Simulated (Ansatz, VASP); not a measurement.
**Two plane-wave programs on Al**

The input POSCAR:

```
Al
1.0
   -1.5912186900      1.5912186900      1.5116577555
    1.5912186900     -1.5912186900      1.5116577555
    1.5912186900      1.5912186900     -1.5116577555
Al
1
Direct
    0.0000000000      0.0000000000      0.0000000000
```

Contents of INCAR.step1:

```
PREC = Accurate ; ENCUT = 520
ISMEAR = 0 ; SIGMA = 0.15
LREAL = False ; LASPH = True
NELM = 100 ; NBANDS = 8
GGA = PE ; ALGO = Normal
EDIFF = 1E-4 ; LWAVE = True
LCHARG = False
```

INCAR.step2

```
PREC = Accurate ; ENCUT = 520
EDIFF = 1E-7 ; ISMEAR = 0
SIGMA = 0.15 ; LREAL = False
LASPH = True ; NELM = 100
ALGO = Normal ; ISIF = 2
LWAVE = False ; LCHARG = False
METAGGA = R2SCAN ; LMIXTAU = True
NBANDS = 8 ; ISTART = 1
```

The input KPOINTS:

```
Automatic mesh
0
Gamma
  20 20 20
```

Input for Ansatz:

```yaml
crystal:
  lattice:
    - [-1.59121869, 1.59121869, 1.5116577555]
    - [1.59121869, -1.59121869, 1.5116577555]
    - [1.59121869, 1.59121869, -1.5116577555]
  atoms:
    - { symbol: Al, position: [0.0, 0.0, 0.0] }
basis:
  ecutwfc: 500
kpoints:
  mp_grid: { grid: [20, 20, 20] }
hamiltonian:
  xc: r2scan
scf:
  occupations: { method: gaussian, width: 0.15 }
output:
  forces: true
  stress: true
  eigenvalues: true
  write_density: true
  write_potential: true
  elf: true
  volumetric_format: npy
```

Change from the starting cell: strain +0.000 along x and y, -0.050 along z, atoms carried along.

Alike in both runs: task single point; functional r2SCAN; k mesh 20 × 20 × 20; occupations gaussian, width 0.15 eV; no spin polarisation.

|  | VASP | Ansatz |
| --- | --- | --- |
| version | VASP 6.6.1 | Ansatz 0.2.0 |
| potentials or method | VASP PAW PBE potentials, release 64 (Al), cutoff 520 eV | scalar-relativistic, plane waves, PAW |
| valence electrons in the cell | 3 | 3 |

```tsv
	VASP	Ansatz	Ansatz less VASP
gap on the k mesh at the Fermi level (eV)	none	none	-
pressure (GPa)	5.0	5.3	+0.36
traceless stress, the component that is largest in VASP (GPa)	-1.33	-1.33	-0.002
```

VASP's potentials were made for PBE, not for r2SCAN. A gap of «none» marks a metal or a gap that the smearing closes. The functional is the same, so the differences come from potentials, cutoffs and numerics.
